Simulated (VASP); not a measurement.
# TaN (R-3m) in VASP: further runs, part 2 of 2

VASP 6.6.1. The steps go on from the part before.

**4. Single point, PBEsol (10.47 Å³/atom)**

This run uses another cell than the first one, of 10.47 Å³/atom.

File INCAR:

```
SYSTEM = TaN
ALGO = Normal
EDIFF = 1E-6
ENCUT = 700
GGA = PS
GGA_COMPAT = .False.
ISIF = 2
ISMEAR = 0
LASPH = .True.
LCHARG = .True.
LELF = .True.
LREAL = .False.
LVHAR = .True.
LWAVE = .False.
NBANDS = 16
NELM = 120
PREC = Accurate
SIGMA = 0.15
```

File KPOINTS:

```
k-points
0
Gamma
  20 20 20
  0 0 0
```

File POSCAR:

```
TaN
1.0
    0.1806636067      2.2814032195      2.2814032195
    2.2814032195      0.1806636067      2.2814032195
    2.2814032195      2.2814032195      0.1806636067
Ta N
1 1
Direct
    0.5000000000      0.5000000000      0.5000000000
    0.0000000000      0.0000000000      0.0000000000
```

Potentials or basis: VASP PAW PBE potentials, release 64 (Ta_sv_GW, N).

Started as:

```sh
cat potpaw_PBE.64/Ta_sv_GW/POTCAR potpaw_PBE.64/N/POTCAR > POTCAR
mpirun -np 1 vasp_std > vasp.out
```

OUTCAR:

```text
SYSTEM = TaN
   EDIFF = 1E-6
   ENCUT = 700
   GGA = PS
   ISIF = 2
   ISMEAR = 0
   LASPH = .True.
   LREAL = .False.
   NELM = 120
   PREC = Accurate

 ion  position               nearest neighbor table
   1  0.500  0.500  0.500-   2 2.19   2 2.19   2 2.19   2 2.19   2 2.19   2 2.19
   2  0.000  0.000  0.000-   1 2.19   1 2.19   1 2.19   1 2.19   1 2.19   1 2.19

  LATTYP: Found a trigonal (rhomboedric) cell.
 ALAT       =     3.2314455958
 COS(alpha) =     0.5773793122

  Lattice vectors:

 A1 = (   0.1806636067,   2.2814032195,   2.2814032195)
 A2 = (   2.2814032195,   0.1806636067,   2.2814032195)
 A3 = (   2.2814032195,   2.2814032195,   0.1806636067)

Analysis of symmetry for initial positions (statically):
=====================================================================
 Subroutine PRICEL returns:
 Original cell was already a primitive cell.

 Routine SETGRP: Setting up the symmetry group for a
 trigonal (rhombohedral) supercell.

 Subroutine GETGRP returns: Found 12 space group operations
 (whereof 12 operations were pure point group operations)
 out of a pool of 12 trial point group operations.

The static configuration has the point symmetry D_3d.

Analysis of symmetry for dynamics (positions and initial velocities):
=====================================================================
 Subroutine PRICEL returns:
 Original cell was already a primitive cell.

 Routine SETGRP: Setting up the symmetry group for a
 trigonal (rhombohedral) supercell.

 Subroutine GETGRP returns: Found 12 space group operations
 (whereof 12 operations were pure point group operations)
 out of a pool of 12 trial point group operations.

The dynamic configuration has the point symmetry D_3d.

 Subroutine INISYM returns: Found 12 space group operations
 (whereof 12 operations are pure point group operations),
 and found     1 'primitive' translations

----------------------------------------------------------------------------------------

                                     Primitive cell

  volume of cell :      20.9334

  direct lattice vectors                    reciprocal lattice vectors
     0.180663607  2.281403220  2.281403220    -0.247076505  0.228946318  0.228946318
     2.281403220  0.180663607  2.281403220     0.228946318 -0.247076505  0.228946318
     2.281403220  2.281403220  0.180663607     0.228946318  0.228946318 -0.247076505

  length of vectors
     3.231445596  3.231445596  3.231445596     0.407283233  0.407283233  0.407283233

  position of ions in fractional coordinates (direct lattice)
     0.500000000  0.500000000  0.500000000
     0.000000000  0.000000000  0.000000000

  ion indices of the primitive-cell ions
   primitive index   ion index
                 1           1
                 2           2

----------------------------------------------------------------------------------------

 KPOINTS: k-points

Automatic generation of k-mesh.
 Grid dimensions read from file:
 generate k-points for:   20   20   20

 Generating k-lattice:

  Cartesian coordinates                     Fractional coordinates (reciprocal lattice)
    -0.012353825  0.011447316  0.011447316     0.050000000 -0.000000000 -0.000000000
     0.011447316 -0.012353825  0.011447316    -0.000000000  0.050000000 -0.000000000
     0.011447316  0.011447316 -0.012353825    -0.000000000 -0.000000000  0.050000000

  Length of vectors
     0.020364162  0.020364162  0.020364162

  Shift w.r.t. Gamma in fractional coordinates (k-lattice)
     0.000000000  0.000000000  0.000000000

 Subroutine IBZKPT returns following result:
 ===========================================

 Found    781 irreducible k-points:

 Following reciprocal coordinates:
            Coordinates               Weight
  0.000000  0.000000  0.000000      1.000000
  0.050000  0.000000  0.000000      6.000000
  0.100000  0.000000  0.000000      6.000000
  0.150000 -0.000000 -0.000000      6.000000
  0.200000  0.000000  0.000000      6.000000
  0.250000 -0.000000 -0.000000      6.000000
[... 16 lines left out ...]
 -0.400000  0.050000  0.000000     12.000000
 -0.350000  0.050000  0.000000     12.000000
 [... further k-points ...]
   k-points           NKPTS =    781   k-points in BZ     NKDIM =    781   number of bands    NBANDS=     16
   number of dos      NEDOS =    301   number of ions     NIONS =      2
   total plane-waves  NPLWV =  21952
   dimension x,y,z NGX =    28 NGY =   28 NGZ =   28
   dimension x,y,z NGXF=    56 NGYF=   56 NGZF=   56
   ions per type =               1   1
   NGX,Y,Z   is equivalent  to a cutoff of  14.40, 14.40, 14.40 a.u.
   NGXF,Y,Z  is equivalent  to a cutoff of  28.81, 28.81, 28.81 a.u.
 SYSTEM =  TaN
   PREC   = accura    normal or accurate (medium, high low for compatibility)
   ISTART =      0    job   : 0-new  1-cont  2-samecut
   ICHARG =      2    charge: 1-file 2-atom 10-const
   ISPIN  =      1    spin polarized calculation?
   LNONCOLLINEAR =      F non collinear calculations
   LSORBIT =      F    spin-orbit coupling
   LASPH  =      T    aspherical Exc in radial PAW
   ENCUT  =  700.0 eV  51.45 Ry    7.17 a.u.   6.97  6.97  6.97*2*pi/ulx,y,z
   NELM   =    120;   NELMIN=  2; NELMDL= -5     # of ELM steps
   EDIFF  = 0.1E-05   stopping-criterion for ELM
   LREAL  =      F    real-space projection
   EDIFFG = 0.1E-04   stopping-criterion for IOM
   NSW    =      0    number of steps for IOM
   IBRION =     -1    ionic relax: 0-MD 1-quasi-New 2-CG
   NFREE  =      0    steps in history (QN), initial steepest desc. (CG)
   ISIF   =      2    stress and relaxation
   ISYM   =      2    0-nonsym 1-usesym 2-fastsym
   POTIM  = 0.5000    time-step for ionic-motion
   TEBEG  =    0.0;   TEEND  =   0.0 temperature during run
   PSTRESS=    0.0 pullay stress
   NELECT =      18.0000    total number of electrons
   NUPDOWN=      -1.0000    fix difference up-down
   EMIN   =  10.00;   EMAX   =-10.00  energy-range for DOS
   EFERMI =   0.00;   METHOD = LEGACY
   ISMEAR =     0;   SIGMA  =   0.15  broadening in eV -4-tet -1-fermi 0-gaus
   EFERMI_NEDOS =   21; number of points for ismear=-14 and -15
   IALGO  =     38    algorithm
   IMIX   =      4    mixing-type and parameters
     AMIX     =   0.40;   BMIX     =  1.00
     AMIX_MAG =   1.60;   BMIX_MAG =  1.00
  volume/ion in A,a.u.               =      10.47        70.63
  Fermi-wavevector in a.u.,A,eV,Ry     =   1.556750  2.941830 32.973307  2.423470
  Thomas-Fermi vector in A             =   2.660500
   LORBIT       =      0    0 simple, 1 ext, 2 COOP (PROOUT), +10 PAW based schemes
   GGA     = PS    functional components
   LHFCALC =     F    Hartree Fock is set to
   AEXX    =    0.0000 exact exchange contribution
   IVDW    =     0    specifies the selected vdW correction
   LEPSILON=     F    determine dielectric tensor
   LRPA    =     F    only Hartree local field effects (RPA)
 non-spin polarized calculation
 Gauss-broadening in eV      SIGMA  =   0.15
  energy-cutoff  :      700.00
  volume of cell :       20.93
 maximum number of plane-waves:       899
   NGX = 13   NGY = 13   NGZ = 13

 number of electron      18.0000001 magnetization

 Free energy of the ion-electron system (eV)
  ---------------------------------------------------
  ext. energy  EPLUGINS =         0.00000000
  ---------------------------------------------------
  free energy    TOTEN  =       -25.68956232 eV

  energy without entropy =      -25.68029528  energy(sigma->0) =      -25.68492880

 E-fermi :  13.6842     XC(G=0): -14.0507

 val. band max:       13.6826822913   @ k =  -0.4000   0.4000   0.3500
 cond. band min:      13.6869518341   @ k =  -0.4500   0.1000   0.1000
 fundamental gap:      0.0042695429
 Fermi energy:        13.6842453851

 k-point     1 :       0.0000    0.0000    0.0000
  band No.  band energies     occupation
      1     -55.6306      2.00000
      2     -21.9848      2.00000
      3     -21.6848      2.00000
      4     -21.6848      2.00000
      5      -5.0030      2.00000
      6       9.6142      2.00000
[... 8 lines left out ...]
     15      23.1852      0.00000
     16      36.8406      0.00000
[... 419 lines left out ...]
 k-point    24 :      -0.3500    0.0500    0.0000
  band No.  band energies     occupation
      1     -55.5634      2.00000
      2     -22.5941      2.00000
      3     -21.9854      2.00000
      4     -21.8458      2.00000
      5      -2.4472      2.00000
      6       4.4306      2.00000
[... 8 lines left out ...]
     15      26.1037      0.00000
     16      27.2638      0.00000

 [... further k-points ...]

------------------------ aborting loop because EDIFF is reached ----------------------------------------

  FORCE on cell =-STRESS in cart. coord.  units (eV):
  Direction    XX          YY          ZZ          XY          YZ          ZX
  --------------------------------------------------------------------------------------
  -------------------------------------------------------------------------------------
  Total        0.1274950      0.1274950      0.1274950     -0.6261030     -0.6261030     -0.6261030
  in kB        9.7580509      9.7580509      9.7580509    -47.9198866    -47.9198866    -47.9198866
  external PRESSURE =       9.7580509 kB  Pullay stress =       0.0000000 kB

 VOLUME and BASIS-vectors are now :
 -----------------------------------------------------------------------------
  energy-cutoff  :      700.00
  volume of cell :       20.93
      direct lattice vectors                 reciprocal lattice vectors
     0.180663607  2.281403220  2.281403220    -0.247076505  0.228946318  0.228946318
     2.281403220  0.180663607  2.281403220     0.228946318 -0.247076505  0.228946318
     2.281403220  2.281403220  0.180663607     0.228946318  0.228946318 -0.247076505

 POSITION                                       TOTAL-FORCE (eV/Angst)
 -----------------------------------------------------------------------------------
      2.37174      2.37174      2.37174        -0.000000      0.000000     -0.000000
      0.00000      0.00000      0.00000         0.000000     -0.000000      0.000000
 -----------------------------------------------------------------------------------
    total drift:                                0.000000      0.000000      0.000000

  FREE ENERGIE OF THE ION-ELECTRON SYSTEM (eV)
  ---------------------------------------------------
  free  energy   TOTEN  =       -25.6895623223 eV

  energy  without entropy=      -25.6802952849  energy(sigma->0) =      -25.68492880
```

OSZICAR:

```text
N       E                     dE             d eps       ncg     rms          rms(c)
DAV:   1     0.131007433400E+03    0.13101E+03   -0.13294E+04 25080   0.145E+03
DAV:   2    -0.236419934119E+02   -0.15465E+03   -0.14857E+03 36496   0.374E+02
DAV:   3    -0.295021432762E+02   -0.58601E+01   -0.58486E+01 29688   0.653E+01
DAV:   4    -0.296401366887E+02   -0.13799E+00   -0.13799E+00 35888   0.705E+00
DAV:   5    -0.296433889630E+02   -0.32523E-02   -0.32523E-02 30112   0.757E-01    0.516E+01
DAV:   6    -0.258561696102E+02    0.37872E+01   -0.81950E+00 31264   0.264E+01    0.507E+01
DAV:   7    -0.257411153132E+02    0.11505E+00   -0.47549E-01 26232   0.599E+00    0.244E+01
DAV:   8    -0.256908421304E+02    0.50273E-01   -0.13442E-01 32464   0.301E+00    0.206E+00
DAV:   9    -0.256896634782E+02    0.11787E-02   -0.40965E-03 30536   0.620E-01    0.625E-01
DAV:  10    -0.256895717481E+02    0.91730E-04   -0.13206E-03 26320   0.371E-01    0.100E-01
DAV:  11    -0.256895694766E+02    0.22714E-05   -0.81808E-05 29496   0.947E-02    0.144E-01
DAV:  12    -0.256895621436E+02    0.73330E-05   -0.13593E-05 31888   0.363E-02    0.686E-03
DAV:  13    -0.256895623223E+02   -0.17873E-06   -0.14512E-06 20848   0.903E-03
   1 F= -.25689562E+02 E0= -.25684929E+02  d E =-.926704E-02
```

stdout:

```text
POSCAR found type information on POSCAR TaN
 POSCAR found :  2 types and       2 ions
 scaLAPACK will be used
 -----------------------------------------------------------------------------
|                                                                             |
|                                                                             |
|     You enforced a specific xc type in the INCAR file but a different       |
|     I HOPE YOU KNOW WHAT YOU ARE DOING!                                     |
|                                                                             |
 -----------------------------------------------------------------------------

 LDA part: xc-table for (Slater+PW92), standard interpolation
 POSCAR, INCAR and KPOINTS ok, starting setup
 FFT: planning ... GRIDC
 FFT: planning ... GRID_SOFT
 FFT: planning ... GRID
 WAVECAR not read
 entering main loop
```

Run time: 3.5 min. Hardware: 1 thread of Intel Xeon Platinum 8488C (Sapphire Rapids), shared host; peak memory 0.54 GiB.

Results:

- Free energy: -25.6896 eV
- Pressure: 1.0 GPa
- Band gap on the k mesh: zero (bands 9 and 10 overlap by 2.92 eV)

Stress tensor (GPa, compression positive):
```
 0.98 -4.79 -4.79
-4.79  0.98 -4.79
-4.79 -4.79  0.98
```

Levels at points of the mesh, in eV from the Fermi level:
```csv
k point,band 7,band 8,band 9,band 10,band 11,band 12
"(0.00, 0.00, 0.00)",-3.37,-3.27,-3.27,-1.50,-1.50,0.50
"(0.50, 0.00, 0.00)",-8.23,-6.99,0.29,3.36,3.60,3.99
"(0.50, 0.50, 0.00)",-5.44,-4.67,-4.04,2.10,3.29,4.22
"(0.50, 0.50, 0.50)",-6.63,-6.63,1.42,1.54,1.54,4.64
```

Caveat: the PAW data sets were made with another functional, which shifts forces and pressure a little; spin-orbit coupling is left out, which moves the levels of the heavy elements.

**5. The runs side by side**

| cell | gap on the mesh (eV) | pressure (GPa) |
| --- | --- | --- |
| a = 3.250 Å, angles 52.2°, 2 atoms | none | 23.8 |
| a = 3.281 Å, angles 52.2°, 2 atoms | none | 12.0 |
| a = 3.231 Å, angles 54.7°, 2 atoms | none | 1.0 |

Alike in all rows: task single point; level PBEsol; potentials or basis VASP PAW PBE potentials, release 64 (Ta_sv_GW, N); no spin polarisation; k mesh 20 × 20 × 20; cutoff (eV) 700; smearing gaussian 0.15 eV.

Caveats: the PAW data sets were made with another functional, which shifts forces and pressure a little; spin-orbit coupling is left out, which moves the levels of the heavy elements; the cell stands under pressure (at least some runs).

Total energies depend on the potentials used, so only differences within one code and one set of settings carry meaning.
